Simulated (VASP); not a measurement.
HfC:

```
CELL_PARAMETERS angstrom
0.00000 2.23629 2.23629
2.23629 0.00000 2.23629
2.23629 2.23629 0.00000
ATOMIC_POSITIONS crystal
Hf 0.00000 0.00000 0.00000
C 0.50000 0.50000 0.50000
```

| Quantity | Value |
| --- | --- |
| Program | VASP 6.6.1 |
| Task | relaxation of cell and atoms |
| Functional | PBEsol |
| Potentials or basis | VASP PAW PBE potentials, release 64 (Hf_pv, C) |
| Cutoff | 600 eV |
| k mesh | 8 × 8 × 8 |
| Occupations | gaussian, width 0.1 eV |
| Spin | no spin polarisation |

At the start: pressure 26.5 GPa; volume 11.18 Å³/atom.

Q: Where does the relaxation end?

A: Over 4 steps the energy falls by 78.4 meV/atom and the volume is 12.21 Å³/atom (+9.2 %); space group Fm-3m (No. 225, to 0.05 Å).

The path:
```csv
step,energy change (eV),largest force (eV/Å),pressure (GPa),volume (Å³)
1,0.0000,0.0000,26.47,22.37
2,0.3353,0.0000,-30.50,28.90
3,-0.1565,0.0000,-1.18,24.53
4,-0.1569,0.0000,-0.11,24.42
```

Final structure:
```xyz
2
Lattice="0.0000 2.3028 2.3028 2.3028 0.0000 2.3028 2.3028 2.3028 0.0000" Properties=species:S:1:pos:R:3 pbc="T T T"
Hf    0.0000    0.0000    0.0000
C     2.3028    2.3028    2.3028
```

Caveat: the PAW data sets were made with another functional, which shifts forces and pressure a little.
